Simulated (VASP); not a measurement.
# InAs (F-43m) in VASP: notebook, part 2 of 2

VASP 6.6.1. The steps go on from the part before.

### Step 3. Single point, HSE06 (strain -2.0%)

Contents of POSCAR:

```
InAs
1.0
    0.0000000000      2.9934986636      2.9934986636
    2.9934986636      0.0000000000      2.9934986636
    2.9934986636      2.9934986636      0.0000000000
In As
1 1
Direct
    0.0000000000      0.0000000000      0.0000000000
    0.2500000000      0.2500000000      0.2500000000
```

Contents of INCAR.step1:

```
SYSTEM = InAs
PREC = Accurate ; ENCUT = 520
EDIFF = 1E-5 ; ISMEAR = -1
SIGMA = 0.02 ; LREAL = .FALSE.
LASPH = .TRUE. ; NELM = 80
ALGO = Normal ; ISIF = 2
LWAVE = .TRUE. ; LCHARG = .FALSE.
GGA = PE ; NBANDS = 16
```

Contents of INCAR.step2:

```
SYSTEM = InAs
PREC = Accurate ; ENCUT = 520
EDIFF = 1E-6 ; ISMEAR = -1
SIGMA = 0.02 ; LREAL = .FALSE.
LASPH = .TRUE. ; NELM = 80
ALGO = Normal ; ISIF = 2
LWAVE = .FALSE. ; LCHARG = .FALSE.
GGA = PE ; LHFCALC = .TRUE.
HFSCREEN = 0.2079 ; PRECFOCK = Normal
ISTART = 1 ; NBANDS = 16
```

Contents of KPOINTS:

```
regular mesh
0
G
  6 6 6
  0 0 0
```

Potentials or basis: VASP PAW PBE potentials, release 64 (In_d, As).

Command:

```console
$ cat potpaw_PBE.64/In_d/POTCAR potpaw_PBE.64/As/POTCAR > POTCAR
$ cp INCAR.step1 INCAR
$ mpirun -np 1 vasp_std > vasp.out
$ cp INCAR.step2 INCAR
$ mpirun -np 1 vasp_std > vasp.out
```

OUTCAR:

```text
SYSTEM = InAs
   PREC = Accurate
   ENCUT = 520
   EDIFF = 1E-6
   ISMEAR = -1
   LREAL = .FALSE.
   LASPH = .TRUE.
   NELM = 80
   ISIF = 2
   GGA = PE
   LHFCALC = .TRUE.
   HFSCREEN = 0.2079
   PRECFOCK = Normal
   ISTART = 1

 ion  position               nearest neighbor table
   1  0.000  0.000  0.000-   2 2.59   2 2.59   2 2.59   2 2.59
   2  0.250  0.250  0.250-   1 2.59   1 2.59   1 2.59   1 2.59

  LATTYP: Found a face centered cubic cell.
 ALAT       =     5.9869973272

  Lattice vectors:

 A1 = (   0.0000000000,   2.9934986636,   2.9934986636)
 A2 = (   2.9934986636,   0.0000000000,   2.9934986636)
 A3 = (   2.9934986636,   2.9934986636,   0.0000000000)

Analysis of symmetry for initial positions (statically):
=====================================================================
 Subroutine PRICEL returns:
 Original cell was already a primitive cell.

 Routine SETGRP: Setting up the symmetry group for a
 face centered cubic supercell.

 Subroutine GETGRP returns: Found 24 space group operations
 (whereof 24 operations were pure point group operations)
 out of a pool of 48 trial point group operations.

The static configuration has the point symmetry T_d .

Analysis of symmetry for dynamics (positions and initial velocities):
=====================================================================
 Subroutine PRICEL returns:
 Original cell was already a primitive cell.

 Routine SETGRP: Setting up the symmetry group for a
 face centered cubic supercell.

 Subroutine GETGRP returns: Found 24 space group operations
 (whereof 24 operations were pure point group operations)
 out of a pool of 48 trial point group operations.

The dynamic configuration has the point symmetry T_d .

 Subroutine INISYM returns: Found 24 space group operations
 (whereof 24 operations are pure point group operations),
 and found     1 'primitive' translations

----------------------------------------------------------------------------------------

                                     Primitive cell

  volume of cell :      53.6497

  direct lattice vectors                    reciprocal lattice vectors
     0.000000000  2.993498664  2.993498664    -0.167028636  0.167028636  0.167028636
     2.993498664  0.000000000  2.993498664     0.167028636 -0.167028636  0.167028636
     2.993498664  2.993498664  0.000000000     0.167028636  0.167028636 -0.167028636

  length of vectors
     4.233446409  4.233446409  4.233446409     0.289302085  0.289302085  0.289302085

  position of ions in fractional coordinates (direct lattice)
     0.000000000  0.000000000  0.000000000
     0.250000000  0.250000000  0.250000000

  ion indices of the primitive-cell ions
   primitive index   ion index
                 1           1
                 2           2

----------------------------------------------------------------------------------------

 KPOINTS: regular mesh

Automatic generation of k-mesh.
 Grid dimensions read from file:
 generate k-points for:    6    6    6

 Generating k-lattice:

  Cartesian coordinates                     Fractional coordinates (reciprocal lattice)
    -0.027838106  0.027838106  0.027838106     0.166666667  0.000000000  0.000000000
     0.027838106 -0.027838106  0.027838106     0.000000000  0.166666667  0.000000000
     0.027838106  0.027838106 -0.027838106     0.000000000  0.000000000  0.166666667

  Length of vectors
     0.048217014  0.048217014  0.048217014

  Shift w.r.t. Gamma in fractional coordinates (k-lattice)
     0.000000000  0.000000000  0.000000000

 Subroutine IBZKPT returns following result:
 ===========================================

 Found     16 irreducible k-points:

 Following reciprocal coordinates:
            Coordinates               Weight
  0.000000  0.000000  0.000000      1.000000
  0.166667  0.000000  0.000000      8.000000
  0.333333  0.000000  0.000000      8.000000
  0.500000  0.000000  0.000000      4.000000
  0.166667  0.166667  0.000000      6.000000
  0.333333  0.166667  0.000000     24.000000
[... 8 lines left out ...]
 -0.333333  0.333333  0.166667     24.000000
 -0.333333  0.500000  0.166667     12.000000
   k-points           NKPTS =     16   k-points in BZ     NKDIM =    216   number of bands    NBANDS=     16
   number of dos      NEDOS =    301   number of ions     NIONS =      2
   total plane-waves  NPLWV =  32768
   dimension x,y,z NGX =    32 NGY =   32 NGZ =   32
   dimension x,y,z NGXF=    64 NGYF=   64 NGZF=   64
   ions per type =               1   1
   NGX,Y,Z   is equivalent  to a cutoff of  12.57, 12.57, 12.57 a.u.
   NGXF,Y,Z  is equivalent  to a cutoff of  25.13, 25.13, 25.13 a.u.
 SYSTEM =  InAs
   PREC   = accura    normal or accurate (medium, high low for compatibility)
   ISTART =      1    job   : 0-new  1-cont  2-samecut
   ICHARG =      0    charge: 1-file 2-atom 10-const
   ISPIN  =      1    spin polarized calculation?
   LNONCOLLINEAR =      F non collinear calculations
   LSORBIT =      F    spin-orbit coupling
   LASPH  =      T    aspherical Exc in radial PAW
   ENCUT  =  520.0 eV  38.22 Ry    6.18 a.u.   7.87  7.87  7.87*2*pi/ulx,y,z
   NELM   =     80;   NELMIN=  2; NELMDL=  0     # of ELM steps
   EDIFF  = 0.1E-05   stopping-criterion for ELM
   LREAL  =      F    real-space projection
   EDIFFG = 0.1E-04   stopping-criterion for IOM
   NSW    =      0    number of steps for IOM
   IBRION =     -1    ionic relax: 0-MD 1-quasi-New 2-CG
   NFREE  =      0    steps in history (QN), initial steepest desc. (CG)
   ISIF   =      2    stress and relaxation
   ISYM   =      3    0-nonsym 1-usesym 2-fastsym
   POTIM  = 0.5000    time-step for ionic-motion
   TEBEG  =    0.0;   TEEND  =   0.0 temperature during run
   PSTRESS=    0.0 pullay stress
   NELECT =      18.0000    total number of electrons
   NUPDOWN=      -1.0000    fix difference up-down
   EMIN   =  10.00;   EMAX   =-10.00  energy-range for DOS
   EFERMI =   0.00;   METHOD = LEGACY
   ISMEAR =    -1;   SIGMA  =   0.02  broadening in eV -4-tet -1-fermi 0-gaus
   EFERMI_NEDOS =   21; number of points for ismear=-14 and -15
   IALGO  =     38    algorithm
   IMIX   =      1    mixing-type and parameters
     AMIX     =   0.40;   BMIX     =  1.00
     AMIX_MAG =   1.60;   BMIX_MAG =  1.00
  volume/ion in A,a.u.               =      26.82       181.02
  Fermi-wavevector in a.u.,A,eV,Ry     =   1.137566  2.149688 17.606706  1.294056
  Thomas-Fermi vector in A             =   2.274271
   LORBIT       =      0    0 simple, 1 ext, 2 COOP (PROOUT), +10 PAW based schemes
   GGA     = PE    functional components
   LHFCALC =     T    Hartree Fock is set to
   PRECFOCK=normal    Normal, Fast or Accurate (Low or Medium for compatibility)
   ENCUT4O =  -1.0   cutoff for four orbital integrals eV
   NKREDX  =     1    reduce k-point grid by
   NKREDY  =     1    reduce k-point grid by
   NKREDZ  =     1    reduce k-point grid by
   AEXX    =    0.2500 exact exchange contribution
   HFSCREEN=    0.2079 screening length (either q_TF or 0.3 A-1)
   HFSCREENC=   0.2079 screening length for correlation (either q_TF or 0.3 A-1)
   ENCUTFOCK=  -1.0 apply spherical cutoff to Coloumb kernel
   IVDW    =     0    specifies the selected vdW correction
   LEPSILON=     F    determine dielectric tensor
   LRPA    =     F    only Hartree local field effects (RPA)
 non-spin polarized calculation
  energy-cutoff  :      520.00
  volume of cell :       53.65
 maximum number of plane-waves:      1464
  NGX = 24; NGY = 24; NGZ = 24

 number of electron      18.0000000 magnetization

 Free energy of the ion-electron system (eV)
  ---------------------------------------------------
  ext. energy  EPLUGINS =         0.00000000
  ---------------------------------------------------
  free energy    TOTEN  =        -9.17960309 eV

  energy without entropy =       -9.17960309  energy(sigma->0) =       -9.17960309

 E-fermi :   4.7730     XC(G=0):  -7.6851

 val. band max:        4.4021866933   @ k =   0.0000   0.0000   0.0000
 cond. band min:       5.1191700616   @ k =   0.0000   0.0000   0.0000
 fundamental gap:      0.7169833682
 Fermi energy:         4.7730274838

 k-point     1 :       0.0000    0.0000    0.0000
  band No.  band energies     occupation
      1     -11.7793      2.00000
      2     -11.7793      2.00000
      3     -11.7793      2.00000
      4     -11.6325      2.00000
      5     -11.6325      2.00000
      6      -8.8427      2.00000
[... 281 lines left out ...]
      3     -11.6945      2.00000
      4     -11.6576      2.00000
      5     -11.6185      2.00000
      6      -6.4455      2.00000
[... 8 lines left out ...]
     15      17.3557      0.00000
     16      17.4780      0.00000

------------------------ aborting loop because EDIFF is reached ----------------------------------------

  FORCE on cell =-STRESS in cart. coord.  units (eV):
  Direction    XX          YY          ZZ          XY          YZ          ZX
  --------------------------------------------------------------------------------------
  -------------------------------------------------------------------------------------
  Total        1.2679693      1.2679693      1.2679693      0.0000000      0.0000000      0.0000000
  in kB       37.8662330     37.8662330     37.8662330      0.0000000      0.0000000      0.0000000
  external PRESSURE =      37.8662330 kB  Pullay stress =       0.0000000 kB

 VOLUME and BASIS-vectors are now :
 -----------------------------------------------------------------------------
  energy-cutoff  :      520.00
  volume of cell :       53.65
      direct lattice vectors                 reciprocal lattice vectors
     0.000000000  2.993498664  2.993498664    -0.167028636  0.167028636  0.167028636
     2.993498664  0.000000000  2.993498664     0.167028636 -0.167028636  0.167028636
     2.993498664  2.993498664  0.000000000     0.167028636  0.167028636 -0.167028636

 POSITION                                       TOTAL-FORCE (eV/Angst)
 -----------------------------------------------------------------------------------
      0.00000      0.00000      0.00000         0.000000      0.000000      0.000000
      1.49675      1.49675      1.49675        -0.000000     -0.000000     -0.000000
 -----------------------------------------------------------------------------------
    total drift:                                0.000029      0.000029      0.000021

  FREE ENERGIE OF THE ION-ELECTRON SYSTEM (eV)
  ---------------------------------------------------
  free  energy   TOTEN  =        -9.1796030935 eV

  energy  without entropy=       -9.1796030933  energy(sigma->0) =       -9.17960309
```

Wall time 76 min (1 thread of Oxide Virtual Turin-like, shared host); peak memory 0.27 GiB.

What came out:

| Property | Result |
| --- | --- |
| Free energy | -9.1796 eV |
| Pressure | 3.8 GPa |
| Band gap on the k mesh | 0.72 eV |

Caveat: the cell differs from its parent crystal (strain -2.0%); the cell stands under pressure; the PAW data sets were made with another functional, which shifts forces and pressure a little; spin-orbit coupling is left out, which moves the levels of the heavy elements.
